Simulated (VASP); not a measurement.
Input of a VASP 6.6.1 run:

The input INCAR:

```
SYSTEM = Hg
PREC     = Accurate       ! precision mode
ENCUT    = 520            ! plane-wave cutoff, eV
EDIFF    = 1E-6           ! SCF threshold, eV
ISMEAR   = -1             ! smearing method
SIGMA    = 0.06122561905347299 ! smearing width, eV
LREAL    = .False.        ! projectors in reciprocal space
LASPH    = .True.         ! aspherical terms in the spheres
NELM     = 60             ! most SCF steps
ALGO     = Normal         ! electronic algorithm
ISIF     = 2              ! what is computed and relaxed
LWAVE    = .False.        ! write WAVECAR
LCHARG   = .False.        ! write CHGCAR
GGA      = PE             ! functional
NBANDS   = 12             ! bands
```

Contents of KPOINTS:

```
Automatic mesh
0
Gamma
  18 18 18
  0 0 0
```

The input POSCAR:

```
Hg
1.0
    3.1709092214      0.0000000000      0.0000000000
    0.0000000000      3.1709092214      0.0000000000
    0.0000000000      0.0000000000      3.1709092214
Hg
1
Direct
    0.0000000000      0.0000000000      0.0000000000
```

Potentials or basis: VASP PAW PBE potentials, release 64 (Hg).

Launch:

```bash
$ cat potpaw_PBE.64/Hg/POTCAR > POTCAR
$ mpirun -np 1 vasp_std > vasp.out
```

Task: Predict the pressure.

Result: -0.6 GPa.

Task: Estimate the band gap on the k mesh.

Result: Zero (band 6 reaches 3.94 eV, above the bottom of band 7 at -0.16 eV).

Caveat: spin-orbit coupling is left out, which moves the levels of the heavy elements.
